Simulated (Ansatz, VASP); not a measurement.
**Two plane-wave programs on W**

File INCAR:

```
SYSTEM = W
PREC     = Accurate       ! precision mode
ENCUT    = 520            ! plane-wave cutoff, eV
EDIFF    = 1E-6           ! SCF threshold, eV
ISMEAR   = 1              ! smearing method
SIGMA    = 0.1            ! smearing width, eV
LREAL    = .False.        ! projectors in reciprocal space
LASPH    = .True.         ! aspherical terms in the spheres
NELM     = 60             ! most SCF steps
ALGO     = Normal         ! electronic algorithm
ISIF     = 2              ! what is computed and relaxed
LWAVE    = .False.        ! write WAVECAR
LCHARG   = .True.         ! write CHGCAR
GGA      = CA             ! functional
LELF     = .True.         ! ELF
LVHAR    = .True.       
NBANDS   = 13             ! bands
```

Contents of KPOINTS:

```
Automatic mesh
0
Gamma
  36 36 36
  0 0 0
```

File POSCAR:

```
W
1.0
   -1.5675063760      1.5675063760      1.5675063760
    1.5675063760     -1.5675063760      1.5675063760
    1.5675063760      1.5675063760     -1.5675063760
W
1
Direct
    0.0000000000      0.0000000000      0.0000000000
```

Input for Ansatz:

```yaml
crystal:
  lattice:
    - [-1.567506376, 1.567506376, 1.567506376]
    - [1.567506376, -1.567506376, 1.567506376]
    - [1.567506376, 1.567506376, -1.567506376]
  atoms:
    - { symbol: W, position: [0.0, 0.0, 0.0] }
kpoints:
  mp_grid: { grid: [36, 36, 36] }
scf:
  occupations: { method: cold, width: 0.1 }
hamiltonian:
  xc: lda
  pseudopotentials: { kind: paw }
output:
  forces: true
  stress: true
  populations: false
```

Alike in both runs: task single point; functional LDA; k mesh 36 × 36 × 36; no spin polarisation.

|  | VASP | Ansatz |
| --- | --- | --- |
| version | VASP 6.6.1 | Ansatz 0.2.0 |
| potentials or method | VASP PAW LDA potentials, release 64 (W_sv) | plane-wave PAW, scalar-relativistic |
| plane-wave cutoff (eV) | 520 | 420 |
| occupations | methfessel-paxton of order 1, width 0.1 eV | cold, width 0.1 eV |
| valence electrons in the cell | 14 | 14 |

```csv
,VASP,Ansatz,Ansatz less VASP
pressure (GPa),2.0,0.1,-1.97
```

LDA's correlation is that of Perdew and Zunger in VASP and of Perdew and Wang (1992) in Ansatz.

Neither program's run includes spin-orbit coupling.
